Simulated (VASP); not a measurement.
# Al2Cu (P4/mmm) in VASP: further runs

Runs on Al2Cu. Level: PBE. Tasks: single point.

All numbers are computed with VASP 6.6.1; they aren't measurements. Logs are shortened: lines on timing, memory, paths and dates and some standing lists are left out, and cuts for length are marked.

## 1. The cell of the first run

Symmetry: P4/mmm, No. 123, tetragonal system. The conventional cell has a = 4.217 Å, b = 4.217 Å, c = 3.039 Å, α = 90.00°, β = 90.00°, γ = 90.00°. Al (site symmetry mmm) has 4 Cu at 2.60 Å and 6 Al at 2.98 to 3.04 Å within 3.4 Å. Cu (site symmetry 4/mmm) has 8 Al at 2.60 Å and 2 Cu at 3.04 Å within 3.4 Å.

## 2. Single point, PBE

INCAR

```
PREC = Accurate
ENCUT = 520
EDIFF = 1E-6
ISMEAR = 0
SIGMA = 0.15
LREAL = False
LASPH = True
NELM = 80
ALGO = Fast
ISIF = 2
LWAVE = False
LCHARG = False
GGA = PE
NBANDS = 16
```

KPOINTS

```
Automatic mesh
0
Gamma
  10 10 14
```

POSCAR

```
Al2Cu
1.0
    4.2173000000      0.0000000000      0.0000000000
    0.0000000000      4.2173000000      0.0000000000
    0.0000000000      0.0000000000      3.0386000000
Al Cu
2 1
Direct
    0.5000000000      0.0000000000      0.5000000000
    0.0000000000      0.5000000000      0.5000000000
    0.0000000000      0.0000000000      0.0000000000
```

Potentials or basis: VASP PAW PBE potentials, release 64 (Al, Cu).

Started as:

```console
$ cat potpaw_PBE.64/Al/POTCAR potpaw_PBE.64/Cu/POTCAR > POTCAR
$ mpirun -np 1 vasp_std > vasp.out
```

OUTCAR:

```text
PREC = Accurate
   ENCUT = 520
   EDIFF = 1E-6
   ISMEAR = 0
   LREAL = False
   LASPH = True
   NELM = 80
   ISIF = 2
   GGA = PE

 ion  position               nearest neighbor table
   1  0.500  0.000  0.500-   3 2.60   3 2.60   3 2.60   3 2.60   2 2.98   2 2.98   2 2.98   2 2.98

   2  0.000  0.500  0.500-   3 2.60   3 2.60   3 2.60   3 2.60   1 2.98   1 2.98   1 2.98   1 2.98

   3  0.000  0.000  0.000-   1 2.60   2 2.60   1 2.60   2 2.60   2 2.60   2 2.60   1 2.60   1 2.60

  LATTYP: Found a simple tetragonal cell.
 ALAT       =     4.2173000000
 C/A-ratio  =     0.7205083821

  Lattice vectors:

 A1 = (   4.2173000000,   0.0000000000,   0.0000000000)
 A2 = (   0.0000000000,   4.2173000000,   0.0000000000)
 A3 = (   0.0000000000,   0.0000000000,   3.0386000000)

Analysis of symmetry for initial positions (statically):
=====================================================================
 Subroutine PRICEL returns:
 Original cell was already a primitive cell.

 Routine SETGRP: Setting up the symmetry group for a
 simple tetragonal supercell.

 Subroutine GETGRP returns: Found 16 space group operations
 (whereof 16 operations were pure point group operations)
 out of a pool of 16 trial point group operations.

The static configuration has the point symmetry D_4h.

Analysis of symmetry for dynamics (positions and initial velocities):
=====================================================================
 Subroutine PRICEL returns:
 Original cell was already a primitive cell.

 Routine SETGRP: Setting up the symmetry group for a
 simple tetragonal supercell.

 Subroutine GETGRP returns: Found 16 space group operations
 (whereof 16 operations were pure point group operations)
 out of a pool of 16 trial point group operations.

The dynamic configuration has the point symmetry D_4h.

 Subroutine INISYM returns: Found 16 space group operations
 (whereof 16 operations are pure point group operations),
 and found     1 'primitive' translations

----------------------------------------------------------------------------------------

                                     Primitive cell

  volume of cell :      54.0434

  direct lattice vectors                    reciprocal lattice vectors
     4.217300000  0.000000000  0.000000000     0.237118536  0.000000000  0.000000000
     0.000000000  4.217300000  0.000000000     0.000000000  0.237118536  0.000000000
     0.000000000  0.000000000  3.038600000     0.000000000  0.000000000  0.329098927

  length of vectors
     4.217300000  4.217300000  3.038600000     0.237118536  0.237118536  0.329098927

  position of ions in fractional coordinates (direct lattice)
     0.500000000  0.000000000  0.500000000
     0.000000000  0.500000000  0.500000000
     0.000000000  0.000000000  0.000000000

  ion indices of the primitive-cell ions
   primitive index   ion index
                 1           1
                 2           2
                 3           3

----------------------------------------------------------------------------------------

 KPOINTS: Automatic mesh

Automatic generation of k-mesh.
 Grid dimensions read from file:
 generate k-points for:   10   10   14

 Generating k-lattice:

  Cartesian coordinates                     Fractional coordinates (reciprocal lattice)
     0.023711854  0.000000000  0.000000000     0.100000000  0.000000000  0.000000000
     0.000000000  0.023711854  0.000000000     0.000000000  0.100000000  0.000000000
     0.000000000  0.000000000  0.023507066     0.000000000  0.000000000  0.071428571

  Length of vectors
     0.023711854  0.023711854  0.023507066

  Shift w.r.t. Gamma in fractional coordinates (k-lattice)
     0.000000000  0.000000000  0.000000000

 Subroutine IBZKPT returns following result:
 ===========================================

 Found    168 irreducible k-points:

 Following reciprocal coordinates:
            Coordinates               Weight
  0.000000  0.000000  0.000000      1.000000
  0.100000  0.000000  0.000000      4.000000
  0.200000  0.000000  0.000000      4.000000
  0.300000  0.000000  0.000000      4.000000
  0.400000  0.000000  0.000000      4.000000
  0.500000  0.000000  0.000000      2.000000
[... 16 lines left out ...]
  0.100000  0.000000  0.071429      8.000000
  0.200000  0.000000  0.071429      8.000000
 [... further k-points ...]
   k-points           NKPTS =    168   k-points in BZ     NKDIM =    168   number of bands    NBANDS=     16
   number of dos      NEDOS =    301   number of ions     NIONS =      3
   total plane-waves  NPLWV =  24576
   dimension x,y,z NGX =    32 NGY =   32 NGZ =   24
   dimension x,y,z NGXF=    64 NGYF=   64 NGZF=   48
   ions per type =               2   1
   NGX,Y,Z   is equivalent  to a cutoff of  12.61, 12.61, 13.13 a.u.
   NGXF,Y,Z  is equivalent  to a cutoff of  25.23, 25.23, 26.26 a.u.
 SYSTEM =  unknown system
   PREC   = accura    normal or accurate (medium, high low for compatibility)
   ISTART =      0    job   : 0-new  1-cont  2-samecut
   ICHARG =      2    charge: 1-file 2-atom 10-const
   ISPIN  =      1    spin polarized calculation?
   LNONCOLLINEAR =      F non collinear calculations
   LSORBIT =      F    spin-orbit coupling
   LASPH  =      T    aspherical Exc in radial PAW
   ENCUT  =  520.0 eV  38.22 Ry    6.18 a.u.   7.84  7.84  5.65*2*pi/ulx,y,z
   NELM   =     80;   NELMIN=  2; NELMDL= -5     # of ELM steps
   EDIFF  = 0.1E-05   stopping-criterion for ELM
   LREAL  =      F    real-space projection
   EDIFFG = 0.1E-04   stopping-criterion for IOM
   NSW    =      0    number of steps for IOM
   IBRION =     -1    ionic relax: 0-MD 1-quasi-New 2-CG
   NFREE  =      0    steps in history (QN), initial steepest desc. (CG)
   ISIF   =      2    stress and relaxation
   ISYM   =      2    0-nonsym 1-usesym 2-fastsym
   POTIM  = 0.5000    time-step for ionic-motion
   TEBEG  =    0.0;   TEEND  =   0.0 temperature during run
   PSTRESS=    0.0 pullay stress
   NELECT =      17.0000    total number of electrons
   NUPDOWN=      -1.0000    fix difference up-down
   EMIN   =  10.00;   EMAX   =-10.00  energy-range for DOS
   EFERMI =   0.00;   METHOD = LEGACY
   ISMEAR =     0;   SIGMA  =   0.15  broadening in eV -4-tet -1-fermi 0-gaus
   EFERMI_NEDOS =   21; number of points for ismear=-14 and -15
   IALGO  =     68    algorithm
   IMIX   =      4    mixing-type and parameters
     AMIX     =   0.40;   BMIX     =  1.00
     AMIX_MAG =   1.60;   BMIX_MAG =  1.00
  volume/ion in A,a.u.               =      18.01       121.57
  Fermi-wavevector in a.u.,A,eV,Ry     =   1.113381  2.103984 16.866003  1.239616
  Thomas-Fermi vector in A             =   2.249965
   LORBIT       =      0    0 simple, 1 ext, 2 COOP (PROOUT), +10 PAW based schemes
   GGA     = PE    functional components
   LHFCALC =     F    Hartree Fock is set to
   AEXX    =    0.0000 exact exchange contribution
   IVDW    =     0    specifies the selected vdW correction
   LEPSILON=     F    determine dielectric tensor
   LRPA    =     F    only Hartree local field effects (RPA)
 non-spin polarized calculation
 RMM-DIIS sequential band-by-band and
 Gauss-broadening in eV      SIGMA  =   0.15
  energy-cutoff  :      520.00
  volume of cell :       54.04
 maximum number of plane-waves:      1475
 NGX is ok and might be reduce to    32
   NGX = 15   NGY = 15   NGZ = 11

 number of electron      17.0000014 magnetization

 Free energy of the ion-electron system (eV)
  ---------------------------------------------------
  ext. energy  EPLUGINS =         0.00000000
  ---------------------------------------------------
  free energy    TOTEN  =       -11.17925488 eV

  energy without entropy =      -11.16632679  energy(sigma->0) =      -11.17279083

 E-fermi :   6.0428     XC(G=0):  -9.9726

 val. band max:        6.0256049370   @ k =   0.5000   0.3000   0.3571
 cond. band min:       6.0468810088   @ k =   0.0000   0.0000   0.1429
 fundamental gap:      0.0212760718
 Fermi energy:         6.0428269271

 k-point     1 :       0.0000    0.0000    0.0000
  band No.  band energies     occupation
      1      -3.7107      2.00000
      2       1.2276      2.00000
      3       1.7833      2.00000
      4       2.3185      2.00000
      5       2.4374      2.00000
      6       2.4374      2.00000
[... 8 lines left out ...]
     15      13.0748      0.00000
     16      17.0166      0.00000

 k-point     2 :       0.1000    0.0000    0.0000
  band No.  band energies     occupation
      1      -3.6309      2.00000
      2       1.1733      2.00000
      3       1.7646      2.00000
      4       2.2971      2.00000
      5       2.4336      2.00000
      6       2.4378      2.00000
[... 8 lines left out ...]
     15      14.2135      0.00000
     16      16.7231      0.00000

 k-point     3 :       0.2000    0.0000    0.0000
  band No.  band energies     occupation
      1      -3.3946      2.00000
      2       0.8899      2.00000
      3       1.7174      2.00000
      4       2.2464      2.00000
      5       2.4237      2.00000
      6       2.4390      2.00000
[... 8 lines left out ...]
     15      15.8804      0.00000
     16      16.0724      0.00000

 k-point     4 :       0.3000    0.0000    0.0000
  band No.  band energies     occupation
      1      -3.0147      2.00000
      2       0.2232      2.00000
      3       1.6917      2.00000
      4       2.1924      2.00000
      5       2.3803      2.00000
      6       2.4115      2.00000
[... 8 lines left out ...]
     15      15.2600      0.00000
     16      17.4859      0.00000

 k-point     5 :       0.4000    0.0000    0.0000
  band No.  band energies     occupation
      1      -2.5383      2.00000
      2      -0.5560      2.00000
      3       1.6955      2.00000
      4       2.1538      2.00000
      5       2.2842      2.00000
      6       2.4017      2.00000
[... 8 lines left out ...]
     15      14.7226      0.00000
     16      16.6249      0.00000

 k-point     6 :       0.5000    0.0000    0.0000
  band No.  band energies     occupation
      1      -2.2250      2.00000
      2      -0.9860      2.00000
      3       1.7003      2.00000
      4       2.1400      2.00000
      5       2.2654      2.00000
      6       2.3980      2.00000
[... 8 lines left out ...]
     15      14.7326      0.00000
     16      16.0624      0.00000

 k-point     7 :       0.1000    0.1000    0.0000
  band No.  band energies     occupation
      1      -3.5511      2.00000
      2       1.1364      2.00000
      3       1.7402      2.00000
      4       2.2704      2.00000
      5       2.4337      2.00000
      6       2.4343      2.00000
[... 8 lines left out ...]
     15      14.6962      0.00000
     16      16.5726      0.00000

 k-point     8 :       0.2000    0.1000    0.0000
  band No.  band energies     occupation
      1      -3.3146      2.00000
      2       0.9044      2.00000
      3       1.6765      2.00000
      4       2.2090      2.00000
      5       2.4242      2.00000
      6       2.4353      2.00000
[... 8 lines left out ...]
     15      15.7397      0.00000
     16      16.0618      0.00000

 k-point     9 :       0.3000    0.1000    0.0000
  band No.  band energies     occupation
      1      -2.9341      2.00000
      2       0.2769      2.00000
      3       1.6504      2.00000
      4       2.1514      2.00000
      5       2.4102      2.00000
      6       2.4121      2.00000
[... 8 lines left out ...]
     15      15.3038      0.00000
     16      17.2468      0.00000
[... 172 lines left out ...]
 k-point    19 :       0.4000    0.4000    0.0000
  band No.  band energies     occupation
      1      -1.3038      2.00000
      2       0.1809      2.00000
      3       0.6228      2.00000
      4       1.6532      2.00000
      5       2.2638      2.00000
      6       2.4077      2.00000
[... 8 lines left out ...]
     15      15.0549      0.00000
     16      15.8452      0.00000

 k-point    20 :       0.5000    0.4000    0.0000
  band No.  band energies     occupation
      1      -0.9181      2.00000
      2      -0.1125      2.00000
      3       0.6455      2.00000
      4       1.4957      2.00000
      5       2.2353      2.00000
      6       2.4045      2.00000
[... 8 lines left out ...]
     15      15.5332      0.00000
     16      15.6817      0.00000

 k-point    21 :       0.5000    0.5000    0.0000
  band No.  band energies     occupation
      1      -0.4130      2.00000
      2       0.0683      2.00000
      3       0.0683      2.00000
      4       1.3202      2.00000
      5       2.2164      2.00000
      6       2.3729      2.00000
[... 8 lines left out ...]
     15      15.3652      0.00000
     16      15.6157      0.00000

 k-point    22 :       0.0000    0.0000    0.0714
  band No.  band energies     occupation
      1      -3.6276      2.00000
      2       1.2573      2.00000
      3       1.8104      2.00000
      4       2.3251      2.00000
      5       2.3638      2.00000
      6       2.3638      2.00000
[... 8 lines left out ...]
     15      13.9698      0.00000
     16      16.2528      0.00000

 k-point    23 :       0.1000    0.0000    0.0714
  band No.  band energies     occupation
      1      -3.5479      2.00000
      2       1.2043      2.00000
      3       1.7926      2.00000
      4       2.3005      2.00000
      5       2.3538      2.00000
      6       2.3708      2.00000
[... 8 lines left out ...]
     15      14.3314      0.00000
     16      15.8753      0.00000

 k-point    24 :       0.2000    0.0000    0.0714
  band No.  band energies     occupation
      1      -3.3119      2.00000
      2       0.9296      2.00000
      3       1.7459      2.00000
      4       2.2510      2.00000
      5       2.3241      2.00000
      6       2.3782      2.00000
[... 8 lines left out ...]
     15      15.1283      0.00000
     16      15.9283      0.00000

 [... further k-points ...]

------------------------ aborting loop because EDIFF is reached ----------------------------------------

  FORCE on cell =-STRESS in cart. coord.  units (eV):
  Direction    XX          YY          ZZ          XY          YZ          ZX
  --------------------------------------------------------------------------------------
  -------------------------------------------------------------------------------------
  Total       -2.0939094     -2.0939094     -2.7786989      0.0000000     -0.0000000      0.0000000
  in kB      -62.0763172    -62.0763172    -82.3776778      0.0000000     -0.0000000      0.0000000
  external PRESSURE =     -68.8434374 kB  Pullay stress =       0.0000000 kB

 VOLUME and BASIS-vectors are now :
 -----------------------------------------------------------------------------
  energy-cutoff  :      520.00
  volume of cell :       54.04
      direct lattice vectors                 reciprocal lattice vectors
     4.217300000  0.000000000  0.000000000     0.237118536  0.000000000  0.000000000
     0.000000000  4.217300000  0.000000000     0.000000000  0.237118536  0.000000000
     0.000000000  0.000000000  3.038600000     0.000000000  0.000000000  0.329098927

 POSITION                                       TOTAL-FORCE (eV/Angst)
 -----------------------------------------------------------------------------------
      2.10865      0.00000      1.51930         0.000000      0.000000      0.000000
      0.00000      2.10865      1.51930         0.000000      0.000000      0.000000
      0.00000      0.00000      0.00000         0.000000      0.000000      0.000000
 -----------------------------------------------------------------------------------
    total drift:                               -0.000000      0.000000      0.000000

  FREE ENERGIE OF THE ION-ELECTRON SYSTEM (eV)
  ---------------------------------------------------
  free  energy   TOTEN  =       -11.1792548823 eV

  energy  without entropy=      -11.1663267867  energy(sigma->0) =      -11.17279083
```

Wall time 74 s (1 thread of Intel Xeon Platinum 8559C (Emerald Rapids), shared host); peak memory 0.26 GiB.

Results:

```yaml
Free_energy: -11.1793 eV
Pressure: -6.9 GPa
Band_gap_on_the_k_mesh: zero (an odd number of electrons rules out a gap without spin polarisation)
```

Stress tensor (GPa, compression positive):
```
-6.21  0.00  0.00
 0.00 -6.21  0.00
 0.00  0.00 -8.24
```

Caveat: the cell stands under tension.

## 3. Single point, PBE

This run uses another cell than the first one, of 18.20 Å³/atom.

INCAR

```
SYSTEM = Al2Cu
ALGO = Fast
EDIFF = 1E-6
ENCUT = 520
GGA = PE
ISIF = 2
ISMEAR = 0
LASPH = .True.
LCHARG = .False.
LREAL = .False.
LWAVE = .False.
NBANDS = 16
NELM = 100
PREC = Accurate
SIGMA = 0.15
```

KPOINTS

```
k-points
0
Gamma
  10 10 14
  0 0 0
```

POSCAR

```
Al2Cu
1.0
    4.4096000000      0.0000000000      0.0000000000
    0.0000000000      4.4096000000      0.0000000000
    0.0000000000      0.0000000000      2.8078000000
Al Cu
2 1
Direct
    0.5000000000      0.0000000000      0.5000000000
    0.0000000000      0.5000000000      0.5000000000
    0.0000000000      0.0000000000      0.0000000000
```

Potentials or basis: VASP PAW PBE potentials, release 64 (Al, Cu).

Started as:

```console
$ cat potpaw_PBE.64/Al/POTCAR potpaw_PBE.64/Cu/POTCAR > POTCAR
$ mpirun -np 1 vasp_std > vasp.out
```

Wall time 86 s (1 thread of Intel Xeon Platinum 8559C (Emerald Rapids), shared host); peak memory 0.28 GiB.

It converged, with:

| Quantity | Value |
| --- | --- |
| Free energy | -11.1360 eV |
| Pressure | -7.0 GPa |
| Band gap on the k mesh | zero (an odd number of electrons rules out a gap without spin polarisation) |

Stress tensor (GPa, compression positive):
```
-8.13  0.00  0.00
 0.00 -8.13  0.00
 0.00  0.00 -4.72
```

Levels at points of the mesh, in eV from the Fermi level:
```
           k point  band 7  band 8  band 9  band 10  band 11  band 12
(0.00, 0.00, 0.00)   -2.50   -2.50   -1.09     0.59     4.65     4.65
(0.50, 0.00, 0.00)   -3.50   -1.41    0.71     1.07     1.09     7.12
(0.50, 0.50, 0.00)   -3.52   -3.52   -2.23     7.65     7.72     7.72
(0.00, 0.00, 0.50)   -2.44    1.57    2.62     2.62     2.63     2.76
(0.50, 0.00, 0.50)   -2.65   -1.92   -1.26     3.70     3.75     4.18
(0.50, 0.50, 0.50)   -2.12   -2.12   -0.28    -0.08    -0.08    -0.06
```

Caveat: the cell stands under tension.

## 4. Single point, PBE

This run uses another cell than the first one, of 18.47 Å³/atom.

INCAR

```
PREC = Accurate
ENCUT = 520
EDIFF = 1E-7
ISMEAR = 0
SIGMA = 0.15
LREAL = False
LASPH = True
NELM = 60
ALGO = Fast
ISIF = 2
LWAVE = False
LCHARG = False
GGA = PE
NBANDS = 16
```

KPOINTS

```
regular mesh
0
Gamma
  10 10 14
```

POSCAR

```
Al2Cu
1.0
    4.2173000000      0.0000000000      0.0000000000
    0.0000000000      4.2173000000      0.0000000000
    0.0000000000      0.0000000000      3.1155000000
Al Cu
2 1
Direct
    0.5000000000      0.0000000000      0.5000000000
    0.0000000000      0.5000000000      0.5000000000
    0.0000000000      0.0000000000      0.0000000000
```

Started as:

```console
$ cat potpaw_PBE.64/Al/POTCAR potpaw_PBE.64/Cu/POTCAR > POTCAR
$ mpirun -np 1 vasp_std > vasp.out
```

It took 78 s on 1 thread of Intel Xeon Platinum 8559C (Emerald Rapids), shared host; peak memory 0.26 GiB.

Results (log left out):

```
Free energy            : -11.1026 eV
Pressure               : -8.0 GPa
Band gap on the k mesh : zero (an odd number of electrons rules out a gap without spin polarisation)
```

Stress tensor (GPa, compression positive):
```
-7.01  0.00  0.00
 0.00 -7.01  0.00
 0.00  0.00 -9.95
```

Levels at points of the mesh, in eV from the Fermi level:
| k point | band 6 | band 7 | band 8 | band 9 | band 10 | band 11 | band 12 | band 13 |
| --- | --- | --- | --- | --- | --- | --- | --- | --- |
| (0.00, 0.00, 0.00) | -3.50 | -1.76 | -1.76 | -0.04 | 1.26 | 4.54 | 6.19 | 6.19 |
| (0.50, 0.00, 0.00) | -3.54 | -3.49 | -0.47 | 1.77 | 2.00 | 2.06 | 5.90 | 7.59 |
| (0.50, 0.50, 0.00) | -3.54 | -3.54 | -3.49 | -2.01 | 7.96 | 8.36 | 8.36 | 8.37 |
| (0.00, 0.00, 0.50) | -3.45 | -2.75 | 2.17 | 2.17 | 2.57 | 2.64 | 3.04 | 3.04 |
| (0.50, 0.00, 0.50) | -3.47 | -2.51 | -2.33 | -1.76 | 3.37 | 3.92 | 4.18 | 4.32 |
| (0.50, 0.50, 0.50) | -3.11 | -1.77 | -1.77 | -0.93 | -0.88 | -0.51 | -0.51 | 2.71 |

Caveat: the cell stands under tension.

(Part 1 of 2 ends here.)

The gap in the log of VASP goes by the Fermi energy; the results here count the filled bands.